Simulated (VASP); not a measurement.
Here is a VASP 6.6.1 calculation.

The input POSCAR:

```
Ru
1.0
    2.7023858475      0.0000000000      0.0000000000
   -1.3511929237      2.3403347948      0.0000000000
    0.0000000000      0.0000000000      4.2658521063
Ru
2
Direct
    0.6666666667      0.3333333333      0.7500000000
    0.3333333333      0.6666666667      0.2500000000
```

INCAR.step1

```
PREC = Accurate
ENCUT = 520
ISMEAR = 0
SIGMA = 0.1
LREAL = False
LASPH = True
NELM = 100
NBANDS = 21
GGA = PE
ALGO = Normal
EDIFF = 1E-4
LWAVE = True
LCHARG = False
```

File INCAR.step2:

```
PREC = Accurate
ENCUT = 520
EDIFF = 1E-6
ISMEAR = 0
SIGMA = 0.1
LREAL = False
LASPH = True
NELM = 100
ALGO = Normal
ISIF = 2
LWAVE = False
LCHARG = False
METAGGA = R2SCAN
LMIXTAU = True
NBANDS = 21
ISTART = 1
```

Contents of KPOINTS:

```
regular mesh
0
Gamma
  18 18 10
```

Potentials or basis: VASP PAW PBE potentials, release 64 (Ru_pv).

Launch:

```bash
$ cat potpaw_PBE.64/Ru_pv/POTCAR > POTCAR
$ cp INCAR.step1 INCAR
$ mpirun -np 1 vasp_std > vasp.out
$ cp INCAR.step2 INCAR
$ mpirun -np 1 vasp_std > vasp.out
```

**Question.** What does it give for the band gap on the k mesh?

**Answer.** Zero (bands 14 and 15 overlap by 3.29 eV).

**Question.** What does it give for the pressure?

**Answer.** 1.5 GPa.

Stress tensor (GPa, compression positive):
```
1.48 0.00 0.00
0.00 1.48 0.00
0.00 0.00 1.66
```

Caveat: the PAW data sets were made with another functional, which shifts forces and pressure a little.
